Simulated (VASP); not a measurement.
Crystal: Zn2Ir.

```
Zn Ir
1.0
     0.00000    2.72984    2.72984
     2.72984    0.00000    2.72984
     2.72984    2.72984    0.00000
Zn Ir
2 1
Cartesian
  1.3649 1.3649 1.3649
  4.0948 4.0948 4.0948
  0.0000 0.0000 0.0000
```

```yaml
Program: VASP 6.6.1
Task: relaxation of cell and atoms
Functional: PBE
Potentials_or_basis: VASP PAW PBE potentials, release 64 (Zn, Ir)
Cutoff: 600 eV
k_mesh: 6 × 6 × 6
Occupations: gaussian, width 0.1 eV
Spin: no spin polarisation
```

At the start: pressure 50.9 GPa; volume 13.56 Å³/atom.

**Question.** Where does the relaxation end?

**Answer.** Over 5 steps the energy falls by 465.5 meV/atom and the volume is 17.26 Å³/atom (+27.2 %); space group Fm-3m (No. 225, to 0.05 Å).

Step by step:
| step | energy change (eV) | largest force (eV/Å) | pressure (GPa) | volume (Å³) |
| --- | --- | --- | --- | --- |
| 1 | 0.0000 | 0.0000 | 50.92 | 40.69 |
| 2 | 0.0865 | 0.0000 | -17.20 | 71.71 |
| 3 | -1.3914 | 0.0000 | -1.84 | 52.62 |
| 4 | -1.3959 | 0.0000 | -0.60 | 52.04 |
| 5 | -1.3964 | 0.0000 | 0.00 | 51.77 |

Final structure:
```
Zn Ir
1.0
     0.00000    2.95815    2.95815
     2.95815    0.00000    2.95815
     2.95815    2.95815    0.00000
Zn Ir
2 1
Direct
  0.25000 0.25000 0.25000
  0.75000 0.75000 0.75000
  0.00000 0.00000 0.00000
```

Caveat: the volume moved by over 15 % at a fixed basis, so the end points are rough.
